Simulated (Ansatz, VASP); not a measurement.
**Two plane-wave programs on LaB6**

```xyz
7
Lattice="4.1547 0.0000 0.0000 0.0000 4.1547 0.0000 0.0000 0.0000 4.1547" Properties=species:S:1:pos:R:3 pbc="T T T"
La    0.0000    0.0000    0.0000
B     0.8302    2.0773    2.0773
B     2.0773    0.8302    2.0773
B     3.3245    2.0773    2.0773
B     2.0773    3.3245    2.0773
B     2.0773    2.0773    0.8302
B     2.0773    2.0773    3.3245
```

Alike in both runs: task relaxation of cell and atoms; functional LDA; k mesh 8 × 8 × 8; occupations gaussian, width 0.1 eV; no spin polarisation.

|  | VASP | Ansatz |
| --- | --- | --- |
| version | VASP 6.6.1 | Ansatz 0.2.0 |
| potentials or method | VASP PAW LDA potentials, release 64 (La, B), cutoff 600 eV | scalar-relativistic, plane waves, PAW |
| valence electrons in the cell | 29 | 29 |

```csv
,VASP,Ansatz,Ansatz less VASP
"gap on the k mesh at the Fermi level, each at its own relaxed structure (eV)",none,none,-
relaxed volume (Å³/atom),9.84,9.83,-0.008
relaxed cell length with the largest relative difference (Å),4.099,4.098,-0.0012
```

LDA's correlation is that of Perdew and Zunger in VASP and of Perdew and Wang (1992) in Ansatz. A gap of «none» marks a metal or a gap that the smearing closes.

Spin-orbit coupling is off throughout.
